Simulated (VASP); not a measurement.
# SnO (P4/nmm) in VASP: further runs

Runs on SnO. Level: PBE+D3(BJ). Tasks: single point.

All numbers are computed with VASP 6.6.1; they aren't measurements. Logs are shortened: lines on timing, memory, paths and dates and some standing lists are left out, and cuts for length are marked.

## Step 1: The cell of the first run

Symmetry: P4/nmm, No. 129, tetragonal system. The conventional cell has a = 4.133 Å, b = 4.133 Å, c = 4.104 Å, α = 90.00°, β = 90.00°, γ = 90.00°. Within 3.0 Å of Sn (site symmetry 4mm) lie 4 O at 2.30 Å. Within 3.0 Å of O (site symmetry -4m2) lie 4 Sn at 2.30 Å and 4 O at 2.92 Å.

## Step 2: Single point, PBE+D3(BJ)

INCAR reads:

```
SYSTEM = SnO
PREC = Accurate
ENCUT = 520
EDIFF = 1E-6
ISMEAR = 0
SIGMA = 0.15
LREAL = .FALSE.
LASPH = .TRUE.
NELM = 100
ALGO = Normal
ISIF = 2
LWAVE = .FALSE.
LCHARG = .TRUE.
GGA = PE
IVDW = 12
LELF = .TRUE.
LVHAR = .TRUE.
NBANDS = 28
```

KPOINTS reads:

```
regular mesh
0
G
  14 14 12
  0 0 0
```

POSCAR reads:

```
SnO
1.0
    4.1333867136      0.0000000000      0.0000000000
    0.0000000000      4.1333867136      0.0000000000
    0.0000000000      0.0000000000      4.1038780454
Sn O
2 2
Direct
    0.0000000000      0.5000000000      0.2432422108
    0.5000000000      0.0000000000      0.7567577892
    0.0000000000      0.0000000000      0.0000000000
    0.5000000000      0.5000000000      0.0000000000
```

Potentials or basis: VASP PAW PBE potentials, release 64 (Sn_d, O).

Run with:

```sh
cat potpaw_PBE.64/Sn_d/POTCAR potpaw_PBE.64/O/POTCAR > POTCAR
mpirun -np 1 vasp_std > vasp.out
```

OUTCAR:

```text
SYSTEM = SnO
   PREC = Accurate
   ENCUT = 520
   EDIFF = 1E-6
   ISMEAR = 0
   LREAL = .FALSE.
   LASPH = .TRUE.
   NELM = 100
   ISIF = 2
   GGA = PE
   IVDW = 12
 IVDW          = 12

 ion  position               nearest neighbor table
   1  0.000  0.500  0.243-   3 2.30   4 2.30   3 2.30   4 2.30   2 3.54   2 3.54   2 3.54   2 3.54
                             2 3.60   2 3.60   2 3.60   2 3.60
   2  0.500  0.000  0.757-   3 2.30   4 2.30   4 2.30   3 2.30   1 3.54   1 3.54   1 3.54   1 3.54
                             1 3.60   1 3.60   1 3.60   1 3.60
   3  0.000  0.000  0.000-   1 2.30   2 2.30   1 2.30   2 2.30
   4  0.500  0.500  0.000-   1 2.30   2 2.30   2 2.30   1 2.30

  LATTYP: Found a simple tetragonal cell.
 ALAT       =     4.1333867136
 C/A-ratio  =     0.9928608983

  Lattice vectors:

 A1 = (   4.1333867136,   0.0000000000,   0.0000000000)
 A2 = (   0.0000000000,   4.1333867136,   0.0000000000)
 A3 = (   0.0000000000,   0.0000000000,   4.1038780454)

Analysis of symmetry for initial positions (statically):
=====================================================================
 Subroutine PRICEL returns:
 Original cell was already a primitive cell.

 Routine SETGRP: Setting up the symmetry group for a
 simple tetragonal supercell.

 Subroutine GETGRP returns: Found 16 space group operations
 (whereof  8 operations were pure point group operations)
 out of a pool of 16 trial point group operations.

The static configuration has the point symmetry D_2d.
 The point group associated with its full space group is D_4h.

Analysis of symmetry for dynamics (positions and initial velocities):
=====================================================================
 Subroutine PRICEL returns:
 Original cell was already a primitive cell.

 Routine SETGRP: Setting up the symmetry group for a
 simple tetragonal supercell.

 Subroutine GETGRP returns: Found 16 space group operations
 (whereof  8 operations were pure point group operations)
 out of a pool of 16 trial point group operations.

The dynamic configuration has the point symmetry D_2d.
 The point group associated with its full space group is D_4h.

 Subroutine INISYM returns: Found 16 space group operations
 (whereof  8 operations are pure point group operations),
 and found     1 'primitive' translations

----------------------------------------------------------------------------------------

                                     Primitive cell

  volume of cell :      70.1143

  direct lattice vectors                    reciprocal lattice vectors
     4.133386714  0.000000000  0.000000000     0.241932359  0.000000000  0.000000000
     0.000000000  4.133386714  0.000000000     0.000000000  0.241932359  0.000000000
     0.000000000  0.000000000  4.103878045     0.000000000  0.000000000  0.243671958

  length of vectors
     4.133386714  4.133386714  4.103878045     0.241932359  0.241932359  0.243671958

  position of ions in fractional coordinates (direct lattice)
     0.000000000  0.500000000  0.243242211
     0.500000000  0.000000000  0.756757789
     0.000000000  0.000000000  0.000000000
     0.500000000  0.500000000  0.000000000

  ion indices of the primitive-cell ions
   primitive index   ion index
                 1           1
                 2           2
                 3           3
                 4           4

----------------------------------------------------------------------------------------

 KPOINTS: regular mesh

Automatic generation of k-mesh.
 Grid dimensions read from file:
 generate k-points for:   14   14   12

 Generating k-lattice:

  Cartesian coordinates                     Fractional coordinates (reciprocal lattice)
     0.017280883  0.000000000  0.000000000     0.071428571  0.000000000  0.000000000
     0.000000000  0.017280883  0.000000000     0.000000000  0.071428571  0.000000000
     0.000000000  0.000000000  0.020305997     0.000000000  0.000000000  0.083333333

  Length of vectors
     0.017280883  0.017280883  0.020305997

  Shift w.r.t. Gamma in fractional coordinates (k-lattice)
     0.000000000  0.000000000  0.000000000

 Subroutine IBZKPT returns following result:
 ===========================================

 Found    252 irreducible k-points:

 Following reciprocal coordinates:
            Coordinates               Weight
  0.000000  0.000000  0.000000      1.000000
  0.071429  0.000000  0.000000      4.000000
  0.142857  0.000000  0.000000      4.000000
  0.214286  0.000000  0.000000      4.000000
  0.285714  0.000000  0.000000      4.000000
  0.357143  0.000000  0.000000      4.000000
[... 16 lines left out ...]
  0.285714  0.214286  0.000000      8.000000
  0.357143  0.214286  0.000000      8.000000
 [... further k-points ...]
   k-points           NKPTS =    252   k-points in BZ     NKDIM =    252   number of bands    NBANDS=     28
   number of dos      NEDOS =    301   number of ions     NIONS =      4
   total plane-waves  NPLWV =  32768
   dimension x,y,z NGX =    32 NGY =   32 NGZ =   32
   dimension x,y,z NGXF=    64 NGYF=   64 NGZF=   64
   ions per type =               2   2
   NGX,Y,Z   is equivalent  to a cutoff of  12.87, 12.87, 12.96 a.u.
   NGXF,Y,Z  is equivalent  to a cutoff of  25.74, 25.74, 25.93 a.u.
 SYSTEM =  SnO
   PREC   = accura    normal or accurate (medium, high low for compatibility)
   ISTART =      0    job   : 0-new  1-cont  2-samecut
   ICHARG =      2    charge: 1-file 2-atom 10-const
   ISPIN  =      1    spin polarized calculation?
   LNONCOLLINEAR =      F non collinear calculations
   LSORBIT =      F    spin-orbit coupling
   LASPH  =      T    aspherical Exc in radial PAW
   ENCUT  =  520.0 eV  38.22 Ry    6.18 a.u.   7.69  7.69  7.63*2*pi/ulx,y,z
   NELM   =    100;   NELMIN=  2; NELMDL= -5     # of ELM steps
   EDIFF  = 0.1E-05   stopping-criterion for ELM
   LREAL  =      F    real-space projection
   EDIFFG = 0.1E-04   stopping-criterion for IOM
   NSW    =      0    number of steps for IOM
   IBRION =     -1    ionic relax: 0-MD 1-quasi-New 2-CG
   NFREE  =      0    steps in history (QN), initial steepest desc. (CG)
   ISIF   =      2    stress and relaxation
   ISYM   =      2    0-nonsym 1-usesym 2-fastsym
   POTIM  = 0.5000    time-step for ionic-motion
   TEBEG  =    0.0;   TEEND  =   0.0 temperature during run
   PSTRESS=    0.0 pullay stress
   NELECT =      40.0000    total number of electrons
   NUPDOWN=      -1.0000    fix difference up-down
   EMIN   =  10.00;   EMAX   =-10.00  energy-range for DOS
   EFERMI =   0.00;   METHOD = LEGACY
   ISMEAR =     0;   SIGMA  =   0.15  broadening in eV -4-tet -1-fermi 0-gaus
   EFERMI_NEDOS =   21; number of points for ismear=-14 and -15
   IALGO  =     38    algorithm
   IMIX   =      4    mixing-type and parameters
     AMIX     =   0.40;   BMIX     =  1.00
     AMIX_MAG =   1.60;   BMIX_MAG =  1.00
  volume/ion in A,a.u.               =      17.53       118.29
  Fermi-wavevector in a.u.,A,eV,Ry     =   1.357769  2.565812 25.082850  1.843537
  Thomas-Fermi vector in A             =   2.484660
   LORBIT       =      0    0 simple, 1 ext, 2 COOP (PROOUT), +10 PAW based schemes
   GGA     = PE    functional components
   LHFCALC =     F    Hartree Fock is set to
   AEXX    =    0.0000 exact exchange contribution
   IVDW    =    12    specifies the selected vdW correction
   LEPSILON=     F    determine dielectric tensor
   LRPA    =     F    only Hartree local field effects (RPA)
 non-spin polarized calculation
 Gauss-broadening in eV      SIGMA  =   0.15
  energy-cutoff  :      520.00
  volume of cell :       70.11
 maximum number of plane-waves:      1924
 NGX is ok and might be reduce to    32

 number of electron      39.9999997 magnetization

 Free energy of the ion-electron system (eV)
  ---------------------------------------------------
  ext. energy  EPLUGINS =         0.00000000
  ---------------------------------------------------
  free energy    TOTEN  =       -22.28285303 eV

  energy without entropy =      -22.28285292  energy(sigma->0) =      -22.28285297

 E-fermi :   6.6973     XC(G=0): -10.3464

 val. band max:        6.2470184922   @ k =   0.2143   0.2143   0.0000
 cond. band min:       7.1009189931   @ k =   0.5000   0.5000   0.0000
 fundamental gap:      0.8539005009
 Fermi energy:         6.6973425981

 k-point     1 :       0.0000    0.0000    0.0000
  band No.  band energies     occupation
      1     -14.8570      2.00000
      2     -14.5495      2.00000
      3     -14.5495      2.00000
      4     -14.5369      2.00000
      5     -14.5110      2.00000
      6     -14.5051      2.00000
[... 20 lines left out ...]
     27      14.2994      0.00000
     28      14.5115      0.00000

 k-point     2 :       0.0714    0.0000    0.0000
  band No.  band energies     occupation
      1     -14.8527      2.00000
      2     -14.5483      2.00000
      3     -14.5478      2.00000
      4     -14.5355      2.00000
      5     -14.5104      2.00000
      6     -14.5091      2.00000
[... 20 lines left out ...]
     27      14.4683      0.00000
     28      14.5775      0.00000

 k-point     3 :       0.1429    0.0000    0.0000
  band No.  band energies     occupation
      1     -14.8401      2.00000
      2     -14.5445      2.00000
      3     -14.5427      2.00000
      4     -14.5316      2.00000
      5     -14.5228      2.00000
      6     -14.5086      2.00000
[... 20 lines left out ...]
     27      14.4819      0.00000
     28      15.1710      0.00000

 k-point     4 :       0.2143    0.0000    0.0000
  band No.  band energies     occupation
      1     -14.8202      2.00000
      2     -14.5472      2.00000
      3     -14.5386      2.00000
      4     -14.5343      2.00000
      5     -14.5253      2.00000
      6     -14.5056      2.00000
[... 20 lines left out ...]
     27      14.4827      0.00000
     28      15.9461      0.00000

 k-point     5 :       0.2857    0.0000    0.0000
  band No.  band energies     occupation
      1     -14.7946      2.00000
      2     -14.5800      2.00000
      3     -14.5308      2.00000
      4     -14.5231      2.00000
      5     -14.5168      2.00000
      6     -14.5018      2.00000
[... 20 lines left out ...]
     27      14.5112      0.00000
     28      16.6111      0.00000

 k-point     6 :       0.3571    0.0000    0.0000
  band No.  band energies     occupation
      1     -14.7643      2.00000
      2     -14.6173      2.00000
      3     -14.5218      2.00000
      4     -14.5114      2.00000
      5     -14.5055      2.00000
      6     -14.4985      2.00000
[... 463 lines left out ...]
      5     -14.4908      2.00000
      6     -14.4908      2.00000
[... 20 lines left out ...]
     27      14.9547      0.00000
     28      14.9547      0.00000

 k-point    22 :       0.2143    0.2143    0.0000
  band No.  band energies     occupation
      1     -14.7932      2.00000
      2     -14.5918      2.00000
      3     -14.5416      2.00000
      4     -14.5171      2.00000
      5     -14.5033      2.00000
      6     -14.4980      2.00000
[... 20 lines left out ...]
     27      14.9102      0.00000
     28      15.2305      0.00000

 k-point    23 :       0.2857    0.2143    0.0000
  band No.  band energies     occupation
      1     -14.7753      2.00000
      2     -14.6198      2.00000
      3     -14.5342      2.00000
      4     -14.5111      2.00000
      5     -14.4957      2.00000
      6     -14.4907      2.00000
[... 20 lines left out ...]
     27      14.9720      0.00000
     28      15.0524      0.00000

 k-point    24 :       0.3571    0.2143    0.0000
  band No.  band energies     occupation
      1     -14.7547      2.00000
      2     -14.6496      2.00000
      3     -14.5235      2.00000
      4     -14.5042      2.00000
      5     -14.4935      2.00000
      6     -14.4814      2.00000
[... 20 lines left out ...]
     27      14.9729      0.00000
     28      15.0942      0.00000

 [... further k-points ...]

------------------------ aborting loop because EDIFF is reached ----------------------------------------

 Edisp (eV)   -0.93992

 E8    (eV) :    -0.4087

  FORCE on cell =-STRESS in cart. coord.  units (eV):
  Direction    XX          YY          ZZ          XY          YZ          ZX
  --------------------------------------------------------------------------------------
  -------------------------------------------------------------------------------------
  Total      -2.82095    -2.82095     1.70532     0.00000     0.00000     0.00000
  in kB     -64.46126   -64.46126    38.96809     0.00000     0.00000     0.00000
  external pressure =      -29.98 kB  Pullay stress =        0.00 kB

 VOLUME and BASIS-vectors are now :
 -----------------------------------------------------------------------------
  energy-cutoff  :      520.00
  volume of cell :       70.11
      direct lattice vectors                 reciprocal lattice vectors
     4.133386714  0.000000000  0.000000000     0.241932359  0.000000000  0.000000000
     0.000000000  4.133386714  0.000000000     0.000000000  0.241932359  0.000000000
     0.000000000  0.000000000  4.103878045     0.000000000  0.000000000  0.243671958

 POSITION                                       TOTAL-FORCE (eV/Angst)
 -----------------------------------------------------------------------------------
      0.00000      2.06669      0.99824         0.000000      0.000000      0.347300
      2.06669      0.00000      3.10564         0.000000      0.000000     -0.347300
      0.00000      0.00000      0.00000         0.000000     -0.000000      0.000000
      2.06669      2.06669      0.00000        -0.000000      0.000000      0.000000
 -----------------------------------------------------------------------------------
    total drift:                                0.000000     -0.000000      0.000000

  FREE ENERGIE OF THE ION-ELECTRON SYSTEM (eV)
  ---------------------------------------------------
  free  energy   TOTEN  =       -23.2227761724 eV

  energy  without entropy=      -23.2227760590  energy(sigma->0) =      -23.22277612
```

It took 6.3 min on 1 thread of AMD EPYC 7R43 (Zen 3), shared host; peak memory 0.46 GiB.

What came out:

* Free energy: -23.2228 eV
* Pressure: -3.0 GPa
* Largest force: 0.347 eV/Å
* Band gap on the k mesh: 0.85 eV (least direct gap 1.23 eV)
* Dispersion energy per atom: -0.235 eV

Forces in eV/Å, atoms in the order of the input:
```
Sn   0.000  0.000  0.347
Sn   0.000  0.000 -0.347
O    0.000  0.000  0.000
O    0.000  0.000  0.000
```

Stress tensor (GPa, compression positive):
```
-6.45  0.00  0.00
 0.00 -6.45  0.00
 0.00  0.00  3.90
```

Caveat: spin-orbit coupling is left out, which moves the levels of the heavy elements. A k mesh can miss the band edges.

## Step 3: Single point, PBE+D3(BJ)

This run uses another cell than the first one, of the same volume but with other edges.

INCAR reads:

```
SYSTEM = SnO
PREC = Accurate
ENCUT = 910
EDIFF = 1E-6
ISMEAR = 0
SIGMA = 0.15
LREAL = .False.
LASPH = .True.
NELM = 120
ALGO = Normal
ISIF = 2
LWAVE = .False.
LCHARG = .False.
GGA = PE
IVDW = 12
NBANDS = 28
GGA_COMPAT = .False.
```

KPOINTS reads:

```
Automatic mesh
0
Gamma
  14 14 12
  0 0 0
```

POSCAR reads:

```
SnO
1.0
    3.8896657895      0.0000000000      0.0000000000
    0.0000000000      3.8896657895      0.0000000000
    0.0000000000      0.0000000000      4.6342776096
Sn O
2 2
Direct
    0.0000000000      0.5000000000      0.2432421493
    0.5000000000      0.0000000000      0.7567578507
    0.0000000000      0.0000000000      0.0000000000
    0.5000000000      0.5000000000      0.0000000000
```

Potentials or basis: VASP PAW PBE potentials, release 64 (Sn_d, O_h).

Run with:

```sh
cat potpaw_PBE.64/Sn_d/POTCAR potpaw_PBE.64/O_h/POTCAR > POTCAR
mpirun -np 1 vasp_std > vasp.out
```

It took 11 min on 1 thread of AMD EPYC 9R45 (Zen 5), shared host; peak memory 0.94 GiB.

The run converged. Its results:

| Item | Value |
| --- | --- |
| Free energy | -23.6254 eV |
| Pressure | -0.5 GPa |
| Largest force | 0.227 eV/Å |
| Band gap on the k mesh | 0.22 eV (least direct gap 1.79 eV) |
| Dispersion energy per atom | -0.235 eV |

Forces in eV/Å, atoms in the order of the input:
```
Sn   0.000  0.000  0.227
Sn   0.000  0.000 -0.227
O    0.000  0.000  0.000
O    0.000  0.000  0.000
```

Stress tensor (GPa, compression positive):
```
-1.44  0.00  0.00
 0.00 -1.44  0.00
 0.00  0.00  1.40
```

Levels at points of the mesh, in eV from the valence-band top:
```tsv
k point	band 16	band 17	band 18	band 19	band 20	band 21	band 22	band 23	band 24	band 25
(0.00, 0.00, 0.00)	-5.94	-3.12	-2.98	-2.98	-0.04	2.23	4.65	4.65	4.98	6.18
(0.50, 0.00, 0.00)	-4.57	-4.52	-4.52	-2.37	-2.37	3.54	3.54	5.88	5.88	6.22
(0.50, 0.50, 0.00)	-4.61	-2.33	-2.33	-1.58	-1.58	0.22	0.22	4.92	4.92	7.88
(0.00, 0.00, 0.50)	-3.23	-3.00	-3.00	-2.78	-1.64	1.61	2.91	2.91	3.45	8.41
(0.50, 0.00, 0.50)	-5.15	-4.51	-4.51	-1.40	-1.40	2.95	2.95	5.31	5.31	6.84
(0.50, 0.50, 0.50)	-5.21	-2.57	-2.57	-2.33	-2.33	2.65	2.65	4.56	4.56	5.64
```

Caveat: the cutoff is under 1.25 times the usual one of these potentials, so pressure, stress and relaxed cells hold a basis-set (Pulay) error; spin-orbit coupling is left out, which moves the levels of the heavy elements.
